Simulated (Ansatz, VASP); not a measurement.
# One calculation of Sn, two programs

INCAR

```
SYSTEM = Sn
ALGO = Fast
EDIFF = 1E-7
ENCUT = 520
GGA = PS
ISIF = 2
ISMEAR = 0
IVDW = 12
LASPH = .True.
LCHARG = .False.
LREAL = .False.
LWAVE = .False.
NBANDS = 13
NELM = 60
PREC = Accurate
SIGMA = 0.15
```

The input KPOINTS:

```
k-points
0
Gamma
  20 20 20
  0 0 0
```

File POSCAR:

```
Sn
1.0
   -1.6574774400      1.7045251200      2.1512746400
    1.6574774400     -1.7045251200      2.1512746400
    1.6574774400      1.7045251200     -2.1512746400
Sn
1
Direct
    0.0000000000      0.0000000000      0.0000000000
```

Input for Ansatz:

```yaml
crystal:
  lattice:
    - [-1.65747744, 1.70452512, 2.15127464]
    - [1.65747744, -1.70452512, 2.15127464]
    - [1.65747744, 1.70452512, -2.15127464]
  atoms:
    - { symbol: Sn, position: [0.0, 0.0, 0.0] }
basis:
  ecutwfc: 420
kpoints:
  mp_grid: { grid: [20, 20, 20] }
hamiltonian:
  xc: pbesol
  dispersion: d3bj
scf:
  occupations: { method: gaussian, width: 0.15 }
output:
  forces: true
  stress: true
  eigenvalues: true
```

Change from the starting cell: strain -0.040 along x and y, -0.080 along z, atoms carried along.

Alike in both runs: task single point; functional PBEsol; dispersion D3(BJ); k mesh 20 × 20 × 20; occupations gaussian, width 0.15 eV; no spin polarisation.

```csv
,VASP,Ansatz
version,VASP 6.6.1,Ansatz 0.2.0
potentials or method,"VASP PAW PBE potentials, release 64 (Sn_d), cutoff 520 eV","scalar-relativistic, plane waves, PAW"
valence electrons in the cell,14,14
```

|  | VASP | Ansatz | Ansatz less VASP |
| --- | --- | --- | --- |
| gap on the k mesh at the Fermi level (eV) | none | none | - |
| pressure (GPa) | 2.8 | 2.8 | +0.03 |
| traceless stress, the component that is largest in VASP (GPa) | 0.75 | 0.76 | +0.004 |

VASP's potentials were made for PBE, not for PBEsol. A gap of «none» marks a metal or a gap that the smearing closes.
